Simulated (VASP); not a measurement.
Wanted: the native input for a VASP 6.6.1 run.

```
Task                   : relaxation of cell and atoms
Functional             : PBE
Potentials or basis    : VASP PAW PBE potentials, release 64 (K_sv, Nb_sv, O)
Cutoff                 : 600 eV
k mesh                 : 4 × 4 × 4
Occupations            : gaussian, width 0.1 eV
Spin                   : collinear spin
Starting moments       : [0.04, -0.07, -0.07, 0.97, -0.09] μB
Dipole correction      : no
Further INCAR settings : ALGO = Normal; EDIFF = 1e-06; IBRION = 2; EDIFFG = -0.04; NSW = 90; ISIF = 3
```

The structure of KNb3O lies in POSCAR:

```
KNb3O
1.0
    2.6509030200     -3.9534160700      0.0000000000
    2.6509030200      3.9534160700      0.0000000000
    0.0000000000      0.0000000000      5.0995269300
K Nb O
1 3 1
Direct
    0.5000000000      0.5000000000      0.0000000000
    0.1469929600      0.8530070400      0.0000000000
    0.8530070400      0.1469929600      0.0000000000
    0.5000000000      0.5000000000      0.5000000000
    0.0000000000      0.0000000000      0.5000000000
```

The cell was generated, and may not be a known phase.

One way to write it, as run:

INCAR

```
SYSTEM = KNb3O
ALGO     = Normal         ! electronic algorithm
EDIFF    = 1E-6           ! SCF threshold, eV
EDIFFG   = -0.04          ! ionic threshold
ENCUT    = 600            ! plane-wave cutoff, eV
GGA      = PE             ! functional
IBRION   = 2              ! ionic algorithm
ISIF     = 3              ! what is computed and relaxed
ISMEAR   = 0              ! smearing method
ISPIN    = 2              ! spin polarisation
LASPH    = .True.         ! aspherical terms in the spheres
LCHARG   = .False.        ! write CHGCAR
LMAXMIX  = 4              ! l up to which the mixer works
LORBIT   = 11             ! projections on sites
LREAL    = .False.        ! projectors in reciprocal space
LWAVE    = .False.        ! write WAVECAR
MAGMOM   = 0.04 -0.07 -0.07 0.97 -0.09 ! initial moments
NELM     = 150            ! most SCF steps
NSW      = 90             ! ionic steps
PREC     = Accurate       ! precision mode
SIGMA    = 0.1            ! smearing width, eV
```

KPOINTS

```
k-points
0
Gamma
  4 4 4
  0 0 0
```

Potentials or basis: VASP PAW PBE potentials, release 64 (K_sv, Nb_sv, O).

The run is started by

```console
$ cat potpaw_PBE.64/K_sv/POTCAR potpaw_PBE.64/Nb_sv/POTCAR potpaw_PBE.64/O/POTCAR > POTCAR
$ mpirun -np 1 vasp_std > vasp.out
```

Results of the run:

| Property | Result |
| --- | --- |
| Relaxed volume | 26.03 Å³/atom |
| Relaxed cell | a = 5.976 Å, b = 5.976 Å, c = 5.814 Å, α = 90.00°, β = 90.00°, γ = 141.19° |
| Space group after relaxing (to 0.1 Å) | Cmmm (No. 65) |
| Energy gained by relaxing | 434.9 meV/atom |
| Ionic steps | 23 |
| Pressure after relaxing | 0.0 GPa |
| Largest force after relaxing | 0.004 eV/Å |
| Band gap on the k mesh | zero (filled and empty bands overlap) |
| Net moment | 0.00 μB per cell |
| Valence electrons inside the program's atomic spheres | K 7.74; Nb 10.98, 10.53 (each value once); O 5.01 |

Caveat: the volume moved by over 15 % at a fixed basis, so the end points are rough.

Wall time 60 min on 1 thread of Intel(R) Xeon(R) 6975P-C (Granite Rapids), with other jobs on the host, peak memory 0.41 GiB.
